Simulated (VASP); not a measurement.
# ZrSi2 in VASP: single point with PBEsol

Aim: the single point of ZrSi2 with PBEsol.

All numbers are computed with VASP 6.6.1; they aren't measurements. Logs are shortened: lines on timing, memory, paths and dates and some standing lists are left out, and cuts for length are marked.

### Step 1. The cell of the first run

The cell holds a slab with vacuum, 24 atoms: a = 3.674 Å, b = 8.354 Å, c = 27.143 Å, α = 90.00°, β = 90.00°, γ = 102.70°.

### Step 2. Single point, PBEsol

INCAR reads:

```
PREC = Accurate
ENCUT = 400
EDIFF = 1E-6
ISMEAR = 1
SIGMA = 0.1
LREAL = False
LASPH = True
NELM = 120
ALGO = Normal
ISIF = 2
LWAVE = False
LCHARG = False
LDIPOL = True
IDIPOL = 3
DIPOL = 0.5 0.5 0.500
GGA = PS
NBANDS = 98
ISYM = 0
GGA_COMPAT = False
NELMDL = -8
```

KPOINTS reads:

```
regular mesh
0
Gamma
  10 5 1
```

POSCAR reads:

```
ZrSi2
1.0
    3.6742585519      0.0000000000      0.0000000000
   -1.8371292760      8.1494308045      0.0000000000
    0.0000000000      0.0000000000     27.1432008874
Si Zr
16 8
Direct
    0.6185984305      0.2371968610      0.2763122902
    0.8253190526      0.6506381052      0.2893609921
    0.3760254083      0.7520508167      0.3494478853
    0.5827460304      0.1654920608      0.3624965872
    0.7192706610      0.4385413220      0.3967093311
    0.9259912831      0.8519825661      0.4097580330
    0.4766976388      0.9533952776      0.4698449262
    0.6834182609      0.3668365218      0.4828936281
    0.8199428915      0.6398857829      0.5171063719
    0.0266635135      0.0533270271      0.5301550738
    0.5773698693      0.1547397385      0.5902419670
    0.7840904914      0.5681809827      0.6032906689
    0.9206151219      0.8412302438      0.6375034128
    0.1273357440      0.2546714880      0.6505521147
    0.6780420997      0.3560841995      0.7106390079
    0.8847627218      0.7695254436      0.7236877098
    0.9918710435      0.9837420869      0.3145205080
    0.2094734175      0.4189468349      0.3242883694
    0.0925432739      0.1850865479      0.4349175489
    0.3101456479      0.6202912959      0.4446854103
    0.1932155044      0.3864310088      0.5553145897
    0.4108178784      0.8216357568      0.5650824511
    0.2938877349      0.5877754697      0.6757116306
    0.5114901089      0.0229802178      0.6854794920
```

Potentials or basis: VASP PAW PBE potentials, release 64 (Si, Zr_sv).

Launch:

```sh
cat potpaw_PBE.64/Si/POTCAR potpaw_PBE.64/Zr_sv/POTCAR > POTCAR
mpirun -np 1 vasp_std > vasp.out
```

OUTCAR:

```text
PREC = Accurate
   ENCUT = 400
   EDIFF = 1E-6
   ISMEAR = 1
   LREAL = False
   LASPH = True
   NELM = 120
   ISIF = 2
   GGA = PS
   ISYM = 0
   NELMDL = -8

 ion  position               nearest neighbor table
   1  0.619  0.237  0.276-   4 2.41  18 2.70  18 2.70  17 2.95  17 2.95
   2  0.825  0.651  0.289-   3 2.59   3 2.59  17 2.80  18 2.80  18 2.80
   3  0.376  0.752  0.349-   6 2.59   2 2.59   6 2.59   2 2.59  18 2.80  20 2.80  17 2.80  17 2.80

   4  0.583  0.165  0.362-   1 2.41   5 2.41  17 2.70  17 2.70  19 2.70  19 2.70  18 2.95  18 2.95
[... 21 lines left out ...]
  15  0.678  0.356  0.711-  14 2.59  14 2.59  24 2.80  23 2.80  23 2.80
  16  0.885  0.770  0.724-  13 2.41  23 2.70  23 2.70  24 2.95  24 2.95
  17  0.992  0.984  0.315-   4 2.70   4 2.70   2 2.80   6 2.80   3 2.80   3 2.80   1 2.95   1 2.95
                            18 3.56  19 3.66
  18  0.209  0.419  0.324-   1 2.70   1 2.70   5 2.70   5 2.70   3 2.80   2 2.80   2 2.80   4 2.95
                             4 2.95  17 3.56  19 3.56  20 3.66
  19  0.093  0.185  0.435-   8 2.70   8 2.70   4 2.70   4 2.70  10 2.80   6 2.80   7 2.80   7 2.80
                             5 2.95   5 2.95  20 3.56  18 3.56  21 3.66  17 3.66
  20  0.310  0.620  0.445-   9 2.70   9 2.70   5 2.70   5 2.70   7 2.80   3 2.80   6 2.80   6 2.80
                             8 2.95   8 2.95  21 3.56  19 3.56  22 3.66  18 3.66
  21  0.193  0.386  0.555-   8 2.70   8 2.70  12 2.70  12 2.70  10 2.80  14 2.80  11 2.80  11 2.80
                             9 2.95   9 2.95  20 3.56  22 3.56  19 3.66  23 3.66
  22  0.411  0.822  0.565-   9 2.70   9 2.70  13 2.70  13 2.70   7 2.80  11 2.80  10 2.80  10 2.80
                            12 2.95  12 2.95  21 3.56  23 3.56  20 3.66  24 3.66
  23  0.294  0.588  0.676-  16 2.70  16 2.70  12 2.70  12 2.70  14 2.80  15 2.80  15 2.80  13 2.95
                            13 2.95  22 3.56  24 3.56  21 3.66
  24  0.511  0.023  0.685-  13 2.70  13 2.70  15 2.80  11 2.80  14 2.80  14 2.80  16 2.95  16 2.95
                            23 3.56  22 3.66

IMPORTANT INFORMATION: All symmetrisations will be switched off!
NOSYMM: (Re-)initialisation of all symmetry stuff for point group C_1.

----------------------------------------------------------------------------------------

                                     Primitive cell

  volume of cell :     812.7520

  direct lattice vectors                    reciprocal lattice vectors
     3.674258552  0.000000000  0.000000000     0.272163754  0.061353978  0.000000000
    -1.837129276  8.149430804  0.000000000     0.000000000  0.122707956  0.000000000
     0.000000000  0.000000000 27.143200887     0.000000000  0.000000000  0.036841639

  length of vectors
     3.674258552  8.353937180 27.143200887     0.278993583  0.122707956  0.036841639

  position of ions in fractional coordinates (direct lattice)
     0.618598431  0.237196861  0.276312290
     0.825319053  0.650638105  0.289360992
     0.376025408  0.752050817  0.349447885
     0.582746030  0.165492061  0.362496587
     0.719270661  0.438541322  0.396709331
     0.925991283  0.851982566  0.409758033
[... 16 lines left out ...]
     0.293887735  0.587775470  0.675711631
     0.511490109  0.022980218  0.685479492

  ion indices of the primitive-cell ions
   primitive index   ion index
                 1           1
                 2           2
                 3           3
                 4           4
                 5           5
                 6           6
[... 16 lines left out ...]
                23          23
                24          24

----------------------------------------------------------------------------------------

 KPOINTS: regular mesh

Automatic generation of k-mesh.
 Grid dimensions read from file:
 generate k-points for:   10    5    1

 Generating k-lattice:

  Cartesian coordinates                     Fractional coordinates (reciprocal lattice)
     0.027216375  0.006135398  0.000000000     0.100000000  0.000000000  0.000000000
     0.000000000  0.024541591  0.000000000     0.000000000  0.200000000  0.000000000
     0.000000000  0.000000000  0.036841639     0.000000000  0.000000000  1.000000000

  Length of vectors
     0.027899358  0.024541591  0.036841639

  Shift w.r.t. Gamma in fractional coordinates (k-lattice)
     0.000000000  0.000000000  0.000000000

 -----------------------------------------------------------------------------
|                                                                             |
|           W    W    AA    RRRRR   N    N  II  N    N   GGGG   !!!           |
|           W    W   A  A   R    R  NN   N  II  NN   N  G    G  !!!           |
|           W    W  A    A  R    R  N N  N  II  N N  N  G       !!!           |
|           W WW W  AAAAAA  RRRRR   N  N N  II  N  N N  G  GGG   !            |
|           WW  WW  A    A  R   R   N   NN  II  N   NN  G    G                |
|           W    W  A    A  R    R  N    N  II  N    N   GGGG   !!!           |
[... 21 lines left out ...]
  0.000000  0.000000  0.000000      1.000000
  0.100000  0.000000  0.000000      2.000000
  0.200000  0.000000  0.000000      2.000000
  0.300000  0.000000  0.000000      2.000000
  0.400000  0.000000  0.000000      2.000000
  0.500000  0.000000  0.000000      1.000000
[... 16 lines left out ...]
 -0.400000  0.400000  0.000000      2.000000
 -0.300000  0.400000  0.000000      2.000000
 [... further k-points ...]
   k-points           NKPTS =     26   k-points in BZ     NKDIM =     26   number of bands    NBANDS=     98
   number of dos      NEDOS =    301   number of ions     NIONS =     24
   total plane-waves  NPLWV = 233280
   dimension x,y,z NGX =    24 NGY =   54 NGZ =  180
   dimension x,y,z NGXF=    48 NGYF=  108 NGZF=  360
   ions per type =              16   8
   NGX,Y,Z   is equivalent  to a cutoff of  10.86, 10.75, 11.02 a.u.
   NGXF,Y,Z  is equivalent  to a cutoff of  21.72, 21.49, 22.05 a.u.
 SYSTEM =  unknown system
   PREC   = accura    normal or accurate (medium, high low for compatibility)
   ISTART =      0    job   : 0-new  1-cont  2-samecut
   ICHARG =      2    charge: 1-file 2-atom 10-const
   ISPIN  =      1    spin polarized calculation?
   LNONCOLLINEAR =      F non collinear calculations
   LSORBIT =      F    spin-orbit coupling
   LASPH  =      T    aspherical Exc in radial PAW
   ENCUT  =  400.0 eV  29.40 Ry    5.42 a.u.   5.99 13.62 44.26*2*pi/ulx,y,z
   NELM   =    120;   NELMIN=  2; NELMDL= -8     # of ELM steps
   EDIFF  = 0.1E-05   stopping-criterion for ELM
   LREAL  =      F    real-space projection
   EDIFFG = 0.1E-04   stopping-criterion for IOM
   NSW    =      0    number of steps for IOM
   IBRION =     -1    ionic relax: 0-MD 1-quasi-New 2-CG
   NFREE  =      0    steps in history (QN), initial steepest desc. (CG)
   ISIF   =      2    stress and relaxation
   ISYM   =      0    0-nonsym 1-usesym 2-fastsym
   POTIM  = 0.5000    time-step for ionic-motion
   TEBEG  =    0.0;   TEEND  =   0.0 temperature during run
   PSTRESS=    0.0 pullay stress
   NELECT =     160.0000    total number of electrons
   NUPDOWN=      -1.0000    fix difference up-down
   EMIN   =  10.00;   EMAX   =-10.00  energy-range for DOS
   EFERMI =   0.00;   METHOD = LEGACY
   ISMEAR =     1;   SIGMA  =   0.10  broadening in eV -4-tet -1-fermi 0-gaus
   EFERMI_NEDOS =   21; number of points for ismear=-14 and -15
   IALGO  =     38    algorithm
   IMIX   =      4    mixing-type and parameters
     AMIX     =   0.40;   BMIX     =  1.00
     AMIX_MAG =   1.60;   BMIX_MAG =  1.00
  volume/ion in A,a.u.               =      33.86       228.53
  Fermi-wavevector in a.u.,A,eV,Ry     =   0.952348  1.799676 12.340020  0.906966
  Thomas-Fermi vector in A             =   2.080902
   LORBIT       =      0    0 simple, 1 ext, 2 COOP (PROOUT), +10 PAW based schemes
   GGA     = PS    functional components
   LHFCALC =     F    Hartree Fock is set to
   AEXX    =    0.0000 exact exchange contribution
   IVDW    =     0    specifies the selected vdW correction
   LEPSILON=     F    determine dielectric tensor
   LRPA    =     F    only Hartree local field effects (RPA)
 non-spin polarized calculation
 Methfessel and Paxton  Order N= 1 SIGMA  =   0.10
  energy-cutoff  :      400.00
  volume of cell :      812.75
 maximum number of plane-waves:     14850
   NGX = 11   NGY = 27   NGZ = 89

 dipolmoment           0.000000      0.000000      0.000001 electrons x Angstroem

 number of electron     160.0000002 magnetization

 dipolmoment           0.000000      0.000000     -0.000003 electrons x Angstroem

 Free energy of the ion-electron system (eV)
  ---------------------------------------------------
  ext. energy  EPLUGINS =         0.00000000
  ---------------------------------------------------
  free energy    TOTEN  =      -175.95287240 eV

  energy without entropy =     -175.95108411  energy(sigma->0) =     -175.95227631

 E-fermi :   2.2937     XC(G=0):  -6.2660

 val. band max:        2.2870399629   @ k =   0.1000   0.2000   0.0000
 cond. band min:       2.2995432312   @ k =   0.5000   0.4000   0.0000
 fundamental gap:      0.0125032683
 Fermi energy:         2.2937136789

 k-point     1 :       0.0000    0.0000    0.0000
  band No.  band energies     occupation
      1     -46.3383      2.00000
      2     -46.3382      2.00000
      3     -46.0263      2.00000
      4     -46.0171      2.00000
      5     -46.0026      2.00000
      6     -46.0009      2.00000
[... 2269 lines left out ...]
     91       4.2247     -0.00000
     92       4.3491      0.00000

 [... further k-points ...]

 [bands above 92 left out]

------------------------ aborting loop because EDIFF is reached ----------------------------------------

 vacuum level on the upper side and lower side of the slab       (xc-potential included)        -0.118        -0.118

  FORCE on cell =-STRESS in cart. coord.  units (eV):
  Direction    XX          YY          ZZ          XY          YZ          ZX
  --------------------------------------------------------------------------------------
  -------------------------------------------------------------------------------------
  Total       -8.0024185     -5.7549746     -0.7651876     -0.0087873      2.0904605      0.0118349
  in kB      -15.7751606    -11.3447765     -1.5084136     -0.0173224      4.1209229      0.0233301
  external PRESSURE =      -9.5427836 kB  Pullay stress =       0.0000000 kB

 VOLUME and BASIS-vectors are now :
 -----------------------------------------------------------------------------
  energy-cutoff  :      400.00
  volume of cell :      812.75
      direct lattice vectors                 reciprocal lattice vectors
     3.674258552  0.000000000  0.000000000     0.272163754  0.061353978  0.000000000
    -1.837129276  8.149430804  0.000000000     0.000000000  0.122707956  0.000000000
     0.000000000  0.000000000 27.143200887     0.000000000  0.000000000  0.036841639

 POSITION                                       TOTAL-FORCE (eV/Angst)
 -----------------------------------------------------------------------------------
      1.83713      1.93302      7.50000        -0.003171     -1.379361      0.180350
      1.83713      5.30233      7.85418         0.001048      0.938614      0.465119
     -0.00000      6.12879      9.48513         0.004196     -0.145306     -0.677673
      1.83713      1.34867      9.83932         0.005145      0.335390     -0.569247
      1.83713      3.57386     10.76796         0.000086      0.063696     -0.207327
      1.83713      6.94317     11.12214         0.002740      0.054596     -0.141674
[... 16 lines left out ...]
      0.00000      4.79004     18.34098        -0.000116      0.363686     -0.611281
      1.83713      0.18728     18.60611         0.006770     -0.539737      0.272393
 -----------------------------------------------------------------------------------
    total drift:                               -0.000056     -0.000020     -0.000110

  FREE ENERGIE OF THE ION-ELECTRON SYSTEM (eV)
  ---------------------------------------------------
  free  energy   TOTEN  =      -175.9528724024 eV

  energy  without entropy=     -175.9510841105  energy(sigma->0) =     -175.95227631

 vacuum level on the upper side and lower side of the slab         7.071         7.071
```

Run time: 2.1 h. Hardware: 1 thread of Intel Xeon 8259CL, shared host; peak memory 1.1 GiB.

Results:

```
Free energy            : -175.9529 eV
Largest force          : 1.391 eV/Å
Band gap on the k mesh : zero (bands 80 and 81 overlap by 0.76 eV)
```

Forces on the atoms (eV/Å):
```
Si  -0.003 -1.379  0.180
Si   0.001  0.939  0.465
Si   0.004 -0.145 -0.678
Si   0.005  0.335 -0.569
Si   0.000  0.064 -0.207
Si   0.003  0.055 -0.142
Si  -0.002 -0.042 -0.034
Si   0.000  0.080 -0.050
Si   0.000 -0.080  0.050
Si   0.002  0.042  0.034
Si  -0.003 -0.055  0.142
Si   0.000 -0.064  0.207
Si  -0.005 -0.335  0.569
Si  -0.004  0.145  0.678
Si  -0.001 -0.939 -0.465
Si   0.003  1.379 -0.180
Zr  -0.007  0.540 -0.272
Zr   0.000 -0.364  0.611
Zr  -0.003  0.060  0.066
Zr   0.002 -0.065  0.460
Zr  -0.002  0.065 -0.460
Zr   0.003 -0.060 -0.066
Zr   0.000  0.364 -0.611
Zr   0.007 -0.540  0.272
```

Caveat: the PAW data sets were made with another functional, which shifts forces and pressure a little.
